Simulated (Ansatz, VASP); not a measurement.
**Ga in VASP and in Ansatz**

```xyz
4
Lattice="2.1980 -3.7886 -0.0235 2.3127 3.8562 0.0912 0.0678 0.0678 4.5167" Properties=species:S:1:pos:R:3 pbc="T T T"
Ga    2.3005    2.6957    0.4282
Ga    2.2664   -1.1034    1.9201
Ga    2.2779   -2.5603    4.1561
Ga    2.3120    1.2389    2.6642
```

Change from the starting cell: equal xy, yz and zx shear strains of +3 %, crystal datasets.

Alike in both runs: task electric field gradients; functional PBEsol; k mesh 9 × 9 × 8; occupations fermi-dirac, width 0.05 eV; no spin polarisation.

```csv
,VASP,Ansatz
version,VASP 6.6.1,Ansatz 0.2.0
potentials or method,"VASP PAW PBE potentials, release 64 (Ga_d), cutoff 520 eV","all-electron PAW with datasets made for the crystal, scalar-relativistic"
```

VASP gave:

- pressure (GPa): -0.9
- traceless stress, the component that is largest in VASP (GPa): 1.56
- rms of the force components (eV/Å): 0.249
- size of Vzz on the site where it differs most (V/Å²): 44.4

Question: Which values does Ansatz return?

Answer: Pressure (GPa): -1.0; traceless stress, the component that is largest in VASP (GPa): 1.56; rms of the force components (eV/Å): 0.251; size of Vzz on the site where it differs most (V/Å²): 46.6.

VASP's potentials were made for PBE, not for PBEsol. Atom by atom the forces differ by 0.002 eV/Å (rms over components). Ansatz ran all-electron here, and VASP with PAW potentials.
